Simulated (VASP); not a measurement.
## BaTiO3: single point with PBE

Crystal: BaTiO3.

```
Ba Ti O
1.0
     3.98545    0.00000    0.00000
     0.00000    3.98545    0.00000
     0.00000    0.00000    4.13748
Ba Ti O
1 1 3
Direct
  0.50000 0.50000 0.58714
  0.00000 0.00000 0.10454
  0.00000 0.50000 0.06162
  0.50000 0.00000 0.06162
  0.00000 0.00000 0.54507
```

```
Program             : VASP 6.6.1
Task                : single point
Functional          : PBE
Potentials or basis : VASP PAW PBE potentials, release 64 (Ba_sv, Ti_sv, O_h)
Cutoff              : 1340 eV
k mesh              : 8 × 8 × 6
Occupations         : gaussian, width 0.02 eV
Spin                : no spin polarisation
```

```json
{
  "Pressure": "2.8 GPa",
  "Largest force": "0.042 eV/Å",
  "Band gap on the k mesh": "1.80 eV (least direct gap 2.31 eV)"
}
```

Forces on the atoms (eV/Å):
```
Ba   0.000  0.000 -0.042
Ti   0.000  0.000 -0.038
O    0.000  0.000  0.019
O    0.000  0.000  0.019
O    0.000  0.000  0.041
```

Stress tensor (GPa, compression positive):
```
2.71 0.00 0.00
0.00 2.71 0.00
0.00 0.00 2.99
```

Levels at points of the mesh, in eV from the valence-band top:
```csv
k point,band 16,band 17,band 18,band 19,band 20,band 21,band 22,band 23,band 24,band 25
"(0.00, 0.00, 0.00)",-1.60,-1.28,-0.76,-0.51,-0.51,1.80,2.34,2.34,4.03,4.22
"(0.50, 0.00, 0.00)",-1.98,-1.93,-1.71,-1.42,-1.20,2.43,3.46,3.56,4.10,5.62
"(0.50, 0.50, 0.00)",-2.92,-1.96,-1.13,-1.13,-0.07,3.59,3.59,3.93,4.30,7.53
"(0.00, 0.00, 0.50)",-2.12,-2.03,-2.00,-0.73,-0.73,1.93,3.49,3.49,4.02,5.93
"(0.50, 0.00, 0.50)",-2.65,-1.81,-1.10,-1.03,-0.43,3.50,3.50,3.79,4.82,7.24
"(0.50, 0.50, 0.50)",-2.58,-2.58,-0.35,-0.35,0.00,4.04,4.04,4.12,6.13,6.47
```

Run time: 6.8 min on 1 thread of Intel(R) Xeon(R) Platinum 8259CL CPU @ 2.50GHz (Skylake/Cascade Lake), with other jobs on the host, peak memory 0.66 GiB.

Caveat: spin-orbit coupling is left out, which moves the levels of the heavy elements. A k mesh can miss the band edges.
